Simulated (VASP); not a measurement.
A run of VASP 6.6.1:

Contents of INCAR:

```
  ALGO = Normal
  DIPOL = 0.5 0.5 0.500
  EDIFF = 1E-7
  ENCUT = 520
  GGA = PS
  IDIPOL = 3
  ISIF = 2
  ISMEAR = 0
  LASPH = True
  LCHARG = True
  LDIPOL = True
  LELF = True
  LREAL = False
  LVACPOTAV = True
  LVHAR = True
  LWAVE = False
  NBANDS = 64
  NELM = 60
  PREC = Accurate
  SIGMA = 0.05
```

File KPOINTS:

```
k-points
0
Gamma
  8 4 1
```

File POSCAR:

```
SnO2
1.0
    3.2120647285      0.0000000000      0.0000000000
    0.0000000000      6.7443703666      0.0000000000
    0.0000000000      0.0000000000     20.9852728198
O Sn
8 4
Direct
    0.0000000000      0.0000000000      0.3573934952
    0.5000000000      0.3062763835      0.4196535301
    0.5000000000      0.6937236165      0.4196535301
    0.0000000000      0.0000000000      0.4819135650
    0.0000000000      0.5000000000      0.5180864350
    0.5000000000      0.8062763835      0.5803464699
    0.5000000000      0.1937236165      0.5803464699
    0.0000000000      0.5000000000      0.6426065048
    0.0000000000      0.5000000000      0.4196535301
    0.5000000000      0.0000000000      0.4196535301
    0.0000000000      0.0000000000      0.5803464699
    0.5000000000      0.5000000000      0.5803464699
```

Potentials or basis: VASP PAW PBE potentials, release 64 (O, Sn_d).

The run is started by

```sh
$ cat potpaw_PBE.64/O/POTCAR potpaw_PBE.64/Sn_d/POTCAR > POTCAR
$ mpirun -np 1 vasp_std > vasp.out
```

Hardware: 1 thread of AMD EPYC 7R43 64-Core Processor (Zen 3), on a shared host.

Estimate the wall time of this run.

Wall time 20 min on 1 thread of AMD EPYC 7R43 64-Core Processor (Zen 3), on a shared host, peak memory 0.57 GiB. Counts: scf iterations 27, k points 15.
